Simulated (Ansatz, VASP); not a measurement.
One calculation of NbAs, two programs

```
Nb As
1.0
    -1.72585    1.72585    5.84000
     1.72585   -1.72585    5.84000
     1.72585    1.72585   -5.84000
Nb As
2 2
Direct
  0.50000 0.00000 0.50000
  0.75000 0.75000 0.00000
  0.91600 0.41600 0.50000
  0.16600 0.16600 0.00000
```

Alike in both runs: functional PBEsol; k mesh 11 × 11 × 11; occupations fermi-dirac, width 0.05 eV; no spin polarisation; Hubbard terms Nb d U = 5.0 eV.

|  | VASP | Ansatz |
| --- | --- | --- |
| version | VASP 6.6.1 | Ansatz 0.2.0 |
| potentials or method | VASP PAW PBE potentials, release 64 (Nb_sv, As) | Ansatz PAW |
| plane-wave cutoff (eV) | 520 | 420 |
| valence electrons in the cell | 36 | 56 |
| task | single point | projected density of states |

VASP gave:

* gap on the k mesh at the Fermi level (eV): none
* pressure (GPa): 4.3
* traceless stress, the component that is largest in VASP (GPa): 0.39
* rms of the force components (eV/Å): 0.176

Task: Which values does Ansatz return?

Result: gap on the k mesh at the Fermi level (eV): none; pressure (GPa): -0.3; traceless stress, the component that is largest in VASP (GPa): 1.28; rms of the force components (eV/Å): 0.137.

VASP's potentials were made for PBE, not for PBEsol. The programs project onto different local orbitals, so the same U acts differently, and such runs can settle in different states. Atom by atom the forces differ by 0.039 eV/Å (rms over components). A gap of «none» marks a metal or a gap that the smearing closes. VASP's potentials hold 36 valence electrons a cell and Ansatz's 56, so a difference there can come from the potentials and not from the codes.
